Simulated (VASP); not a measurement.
# InAs (I-4m2) in VASP: further runs, part 2 of 2

VASP 6.6.1.

## 3. Single point, r2SCAN

This run uses another cell than the first one, of the same volume but with other edges.

Contents of POSCAR:

```
InAs
1.0
    0.0000000000      2.6688629690      4.0032944535
    2.6688629690      0.0000000000      4.0032944535
    2.6688629690      2.6688629690      0.0000000000
In As
1 1
Direct
    0.0000000000      0.0000000000      0.0000000000
    0.7500000000      0.7500000000      0.7500000000
```

Contents of INCAR.step1:

```
  PREC = Accurate
  ENCUT = 520
  ISMEAR = 0
  SIGMA = 0.03
  LREAL = F
  LASPH = T
  NELM = 100
  NBANDS = 16
  GGA = PE
  ALGO = Normal
  EDIFF = 1E-4
  LWAVE = T
  LCHARG = F
```

Contents of INCAR.step2:

```
  PREC = Accurate
  ENCUT = 520
  EDIFF = 1E-7
  ISMEAR = 0
  SIGMA = 0.03
  LREAL = F
  LASPH = T
  NELM = 100
  ALGO = Normal
  ISIF = 2
  LWAVE = F
  LCHARG = F
  METAGGA = R2SCAN
  LMIXTAU = T
  NBANDS = 16
  ISTART = 1
```

Contents of KPOINTS:

```
Automatic mesh
0
Gamma
  10 10 10
```

Potentials or basis: VASP PAW PBE potentials, release 64 (In_d, As).

Run with:

```
$ cat potpaw_PBE.64/In_d/POTCAR potpaw_PBE.64/As/POTCAR > POTCAR
$ cp INCAR.step1 INCAR
$ mpirun -np 1 vasp_std > vasp.out
$ cp INCAR.step2 INCAR
$ mpirun -np 1 vasp_std > vasp.out
```

OUTCAR:

```text
PREC = Accurate
   ENCUT = 520
   EDIFF = 1E-7
   ISMEAR = 0
   LREAL = F
   LASPH = T
   NELM = 100
   ISIF = 2
   METAGGA = R2SCAN
   ISTART = 1

 ion  position               nearest neighbor table
   1  0.000  0.000  0.000-   2 2.75   2 2.75   2 2.75   2 2.75
   2  0.750  0.750  0.750-   1 2.75   1 2.75   1 2.75   1 2.75

  LATTYP: Found a body centered tetragonal cell.
 ALAT       =     3.7743422069
 C/A-ratio  =     2.1213203436

  Lattice vectors:

[... 640 lines left out ...]

 [... further k-points ...]

------------------------ aborting loop because EDIFF is reached ----------------------------------------

  FORCE on cell =-STRESS in cart. coord.  units (eV):
  Direction    XX          YY          ZZ          XY          YZ          ZX
  --------------------------------------------------------------------------------------
  -------------------------------------------------------------------------------------
  Total        1.4793764      1.4793764     -4.2720736      0.0000000     -0.0000000      0.0000000
  in kB       41.5613056     41.5613056   -120.0187841      0.0000000     -0.0000000      0.0000000
  external PRESSURE =     -12.2987243 kB  Pullay stress =       0.0000000 kB

 VOLUME and BASIS-vectors are now :
 -----------------------------------------------------------------------------
  energy-cutoff  :      520.00
  volume of cell :       57.03
      direct lattice vectors                 reciprocal lattice vectors
     0.000000000  2.668862969  4.003294453    -0.187345700  0.187345700  0.124897133
     2.668862969  0.000000000  4.003294453     0.187345700 -0.187345700  0.124897133
     2.668862969  2.668862969  0.000000000     0.187345700  0.187345700 -0.124897133

 POSITION                                       TOTAL-FORCE (eV/Angst)
 -----------------------------------------------------------------------------------
      0.00000      0.00000      0.00000        -0.000000     -0.000000      0.000000
      4.00329      4.00329      6.00494         0.000000      0.000000     -0.000000
 -----------------------------------------------------------------------------------
    total drift:                                0.000001      0.000001     -0.000011

  FREE ENERGIE OF THE ION-ELECTRON SYSTEM (eV)
  ---------------------------------------------------
  free  energy   TOTEN  =       -37.0839268903 eV

  energy  without entropy=      -37.0834770075  energy(sigma->0) =      -37.08370195
```

OUTCAR.step1:

```text
PREC = Accurate
   ENCUT = 520
   ISMEAR = 0
   LREAL = F
   LASPH = T
[... 677 lines left out ...]
 -----------------------------------------------------------------------------------
      0.00000      0.00000      0.00000        -0.000000     -0.000000      0.000000
      4.00329      4.00329      6.00494         0.000000      0.000000      0.000000
 -----------------------------------------------------------------------------------
    total drift:                                0.000000      0.000000     -0.000001

  FREE ENERGIE OF THE ION-ELECTRON SYSTEM (eV)
  ---------------------------------------------------
  free  energy   TOTEN  =        -6.9039573451 eV

  energy  without entropy=       -6.9029452841  energy(sigma->0) =       -6.90345131
```

OSZICAR.step1:

```text
N       E                     dE             d eps       ncg     rms          rms(c)
DAV:   1     0.112881474299E+03    0.11288E+03   -0.83447E+03  3264   0.121E+03
DAV:   2     0.346761315278E+00   -0.11253E+03   -0.10784E+03  3720   0.297E+02
DAV:   3    -0.696071865405E+01   -0.73075E+01   -0.72289E+01  4160   0.729E+01
DAV:   4    -0.714617066292E+01   -0.18545E+00   -0.18540E+00  4080   0.130E+01
DAV:   5    -0.715459617150E+01   -0.84255E-02   -0.84254E-02  4744   0.236E+00    0.367E+00
DAV:   6    -0.691526372372E+01    0.23933E+00   -0.51010E-01  5016   0.931E+00    0.200E+00
DAV:   7    -0.690525818529E+01    0.10006E-01   -0.62944E-02  4216   0.179E+00    0.759E-01
DAV:   8    -0.690383885880E+01    0.14193E-02   -0.62968E-03  4008   0.856E-01    0.137E-01
DAV:   9    -0.690393988844E+01   -0.10103E-03   -0.84235E-04  4512   0.325E-01    0.837E-02
DAV:  10    -0.690395734513E+01   -0.17457E-04   -0.68374E-05  2280   0.790E-02
   1 F= -.69039573E+01 E0= -.69034513E+01  d E =-.101206E-02
```

Wall time 1.8 min (1 thread of Intel Xeon 6975P-C (Granite Rapids), shared host); peak memory 0.25 GiB.

Results:

```
Free energy            : -37.0839 eV
Pressure               : -1.2 GPa
Band gap on the k mesh : zero (bands 9 and 10 overlap by 0.43 eV)
```

Stress tensor (GPa, compression positive):
```
  4.16   0.00   0.00
  0.00   4.16   0.00
  0.00   0.00 -12.00
```

Levels at points of the mesh, in eV from the Fermi level:
| k point | band 5 | band 6 | band 7 | band 8 | band 9 | band 10 | band 11 | band 12 | band 13 | band 14 |
| --- | --- | --- | --- | --- | --- | --- | --- | --- | --- | --- |
| (0.00, 0.00, 0.00) | -15.42 | -12.51 | -2.72 | -2.16 | 0.29 | 0.29 | 4.14 | 4.14 | 4.96 | 5.96 |
| (0.50, 0.00, 0.00) | -15.36 | -11.13 | -6.13 | -2.90 | -1.00 | 0.19 | 5.12 | 5.92 | 6.00 | 8.30 |
| (0.50, 0.50, 0.00) | -15.39 | -11.48 | -7.68 | -0.99 | -0.99 | 3.15 | 3.97 | 6.26 | 8.26 | 8.26 |
| (0.50, 0.00, 0.50) | -15.34 | -10.27 | -5.29 | -3.21 | -3.09 | 0.61 | 0.68 | 5.35 | 6.30 | 6.98 |

Caveat: semilocal functionals underestimate gaps, so a narrow gap can read as zero; the PAW data sets were made with another functional, which shifts forces and pressure a little; spin-orbit coupling is left out, which moves the levels of the heavy elements.

## 4. Single point, r2SCAN

This run uses another cell than the first one, of the same volume but with other edges.

Contents of POSCAR:

```
InAs
1.0
    0.0000000000      3.0969411388      2.9730634932
    3.0969411388      0.0000000000      2.9730634932
    3.0969411388      3.0969411388      0.0000000000
In As
1 1
Direct
    0.0000000000      0.0000000000      0.0000000000
    0.7500000000      0.7500000000      0.7500000000
```

Contents of INCAR.step1:

```
PREC = Accurate
ENCUT = 520
ISMEAR = 0
SIGMA = 0.03
LREAL = False
LASPH = True
NELM = 100
NBANDS = 16
GGA = PE
ALGO = Normal
EDIFF = 1E-4
LWAVE = True
LCHARG = False
```

Contents of INCAR.step2:

```
PREC = Accurate
ENCUT = 520
EDIFF = 1E-6
ISMEAR = 0
SIGMA = 0.03
LREAL = False
LASPH = True
NELM = 100
ALGO = Normal
ISIF = 2
LWAVE = False
LCHARG = True
METAGGA = R2SCAN
LMIXTAU = True
LELF = True
LVHAR = True
NBANDS = 16
ISTART = 1
```

Contents of KPOINTS:

```
regular mesh
0
Gamma
  10 10 10
```

Run with:

```
$ cat potpaw_PBE.64/In_d/POTCAR potpaw_PBE.64/As/POTCAR > POTCAR
$ cp INCAR.step1 INCAR
$ mpirun -np 1 vasp_std > vasp.out
$ cp INCAR.step2 INCAR
$ mpirun -np 1 vasp_std > vasp.out
```

Run time: 2.1 min. Hardware: 1 thread of Intel Xeon 6975P-C (Granite Rapids), shared host; peak memory 0.26 GiB.

The run converged. Its results:

| Quantity | Value |
| --- | --- |
| Free energy | -38.0544 eV |
| Pressure | -0.1 GPa |
| Band gap on the k mesh | 0.05 eV |

Stress tensor (GPa, compression positive):
```
-0.52  0.00  0.00
 0.00 -0.52  0.00
 0.00  0.00  0.88
```

Levels at points of the mesh, in eV from the valence-band top:
```csv
k point,band 5,band 6,band 7,band 8,band 9,band 10,band 11,band 12,band 13,band 14
"(0.00, 0.00, 0.00)",-14.72,-12.16,-0.13,-0.13,0.00,0.05,4.14,4.23,4.23,7.88
"(0.50, 0.00, 0.00)",-14.71,-10.72,-5.78,-1.17,-0.91,1.16,4.83,5.11,7.19,9.40
"(0.50, 0.50, 0.00)",-14.70,-10.11,-5.71,-2.50,-2.50,1.68,2.03,9.65,9.65,9.78
"(0.50, 0.00, 0.50)",-14.71,-10.22,-5.94,-2.29,-2.26,1.88,2.40,9.41,9.42,9.76
```

Caveat: the PAW data sets were made with another functional, which shifts forces and pressure a little; spin-orbit coupling is left out, which moves the levels of the heavy elements.

## 5. The runs side by side

```tsv
cell	gap on the mesh (eV)	pressure (GPa)
a = 4.206, b = 4.206, c = 4.988 Å, angles 53.6, 53.6, 72.7°, 2 atoms	none	-3.4
a = 4.811, b = 4.811, c = 3.774 Å, angles 66.9, 66.9, 46.2°, 2 atoms	none	-1.2
a = 4.293, b = 4.293, c = 4.380 Å, angles 59.3, 59.3, 61.3°, 2 atoms	0.05	-0.1
```

Alike in all rows: task single point; level r2SCAN; potentials or basis VASP PAW PBE potentials, release 64 (In_d, As); no spin polarisation; k mesh 10 × 10 × 10; cutoff (eV) 520; smearing gaussian 0.03 eV.

Caveats: the PAW data sets were made with another functional, which shifts forces and pressure a little; spin-orbit coupling is left out, which moves the levels of the heavy elements; semilocal functionals underestimate gaps, so a narrow gap can read as zero (at least some runs); the cell stands under tension (at least some runs).

Absolute energies hang on the potentials; compare differences alone.
